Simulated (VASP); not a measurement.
Input of a VASP 6.6.1 run:

The input INCAR:

```
PREC = Accurate ; ENCUT = 520
EDIFF = 1E-6 ; ISMEAR = -1
SIGMA = 0.02 ; LREAL = False
LASPH = True ; NELM = 80
ALGO = Normal ; ISIF = 2
LWAVE = False ; LCHARG = False
GGA = PS ; NBANDS = 17
```

File KPOINTS:

```
Automatic mesh
0
Gamma
  6 6 6
```

The input POSCAR:

```
SnSe
1.0
    0.0000000000      2.9665386486      2.9665386486
    2.9665386486      0.0000000000      2.9665386486
    2.9665386486      2.9665386486      0.0000000000
Sn Se
1 1
Direct
    0.0000000000      0.0000000000      0.0000000000
    0.5000000000      0.5000000000      0.5000000000
```

Potentials or basis: VASP PAW PBE potentials, release 64 (Sn_d, Se).

Command:

```console
$ cat potpaw_PBE.64/Sn_d/POTCAR potpaw_PBE.64/Se/POTCAR > POTCAR
$ mpirun -np 1 vasp_std > vasp.out
```

(1) What does it give for the band gap on the k mesh?

(2) What does it give for the pressure?

Answers

(1) 0.84 eV, direct.

(2) 0.0 GPa.

Caveat: the PAW data sets were made with another functional, which shifts forces and pressure a little; spin-orbit coupling is left out, which moves the levels of the heavy elements.
